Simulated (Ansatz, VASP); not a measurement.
Pt: VASP beside Ansatz

```
CELL_PARAMETERS angstrom
0.00000 2.06353 1.91021
2.06353 0.00000 1.91021
2.06353 2.06353 0.00000
ATOMIC_POSITIONS crystal
Pt 0.00000 0.00000 0.00000
```

Alike in both runs: task single point; functional PBE; k mesh 22 × 22 × 22; occupations gaussian, width 0.15 eV; no spin polarisation.

```csv
,VASP,Ansatz
version,VASP 6.6.1,Ansatz 0.2.0
potentials or method,"VASP PAW PBE potentials, release 64 (Pt), cutoff 520 eV","scalar-relativistic, plane waves, PAW"
valence electrons in the cell,10,18
```

VASP gave:

```
gap on the k mesh at the Fermi level (eV)                     : none
pressure (GPa)                                                : -8.7
traceless stress, the component that is largest in VASP (GPa) : 2.67
```

Question: Estimate Ansatz's values.

Answer: gap on the k mesh at the Fermi level (eV): none; pressure (GPa): -8.3; traceless stress, the component that is largest in VASP (GPa): 2.68.

A gap of «none» marks a metal or a gap that the smearing closes. VASP's potentials hold 10 valence electrons a cell and Ansatz's 18, so a difference there can come from the potentials and not from the codes.

Neither program's run includes spin-orbit coupling.
